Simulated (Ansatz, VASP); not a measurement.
**Ir in VASP and in Ansatz**

The input INCAR:

```
SYSTEM = Ir
ALGO     = Normal         ! electronic algorithm
EDIFF    = 1E-6           ! SCF threshold, eV
ENCUT    = 500            ! plane-wave cutoff, eV
GGA      = PS             ! functional
GGA_COMPAT= .False.      
ISIF     = 2              ! what is computed and relaxed
ISMEAR   = 0              ! smearing method
LASPH    = .True.         ! aspherical terms in the spheres
LCHARG   = .False.        ! write CHGCAR
LREAL    = .False.        ! projectors in reciprocal space
LWAVE    = .False.        ! write WAVECAR
NBANDS   = 10             ! bands
NELM     = 120            ! most SCF steps
PREC     = Accurate       ! precision mode
SIGMA    = 0.1            ! smearing width, eV
```

KPOINTS

```
k-points
0
Gamma
  8 8 8
  0 0 0
```

File POSCAR:

```
Ir
1.0
    0.0000000000      1.8809419538      1.8809419538
    1.8809419538      0.0000000000      1.8809419538
    1.8809419538      1.8809419538      0.0000000000
Ir
1
Direct
    0.0000000000      0.0000000000      0.0000000000
```

Input for Ansatz:

```yaml
crystal:
  lattice:
    - [0.0, 1.8809419538, 1.8809419538]
    - [1.8809419538, 0.0, 1.8809419538]
    - [1.8809419538, 1.8809419538, 0.0]
  atoms:
    - { symbol: Ir, position: [0.0, 0.0, 0.0] }
basis:
  ecutwfc: 420
kpoints:
  mp_grid: { grid: [8, 8, 8] }
hamiltonian:
  xc: pbesol
scf:
  occupations: { method: gaussian, width: 0.1 }
output:
  forces: true
  stress: true
  eigenvalues: true
```

Alike in both runs: task single point; functional PBEsol; k mesh 8 × 8 × 8; occupations gaussian, width 0.1 eV; no spin polarisation.

|  | VASP | Ansatz |
| --- | --- | --- |
| version | VASP 6.6.1 | Ansatz 0.2.0 |
| potentials or method | VASP PAW PBE potentials, release 64 (Ir), cutoff 500 eV | scalar-relativistic, plane waves, PAW |
| valence electrons in the cell | 9 | 17 |

```tsv
	VASP	Ansatz	Ansatz less VASP
gap on the k mesh at the Fermi level (eV)	none	none	-
pressure (GPa)	27.1	25.7	-1.47
```

VASP's potentials were made for PBE, not for PBEsol. A gap of «none» marks a metal or a gap that the smearing closes. VASP's potentials hold 9 valence electrons a cell and Ansatz's 17, so a difference there can come from the potentials and not from the codes.

The k mesh is coarse, so the values compare programs but aren't converged. Spin-orbit coupling is off throughout.
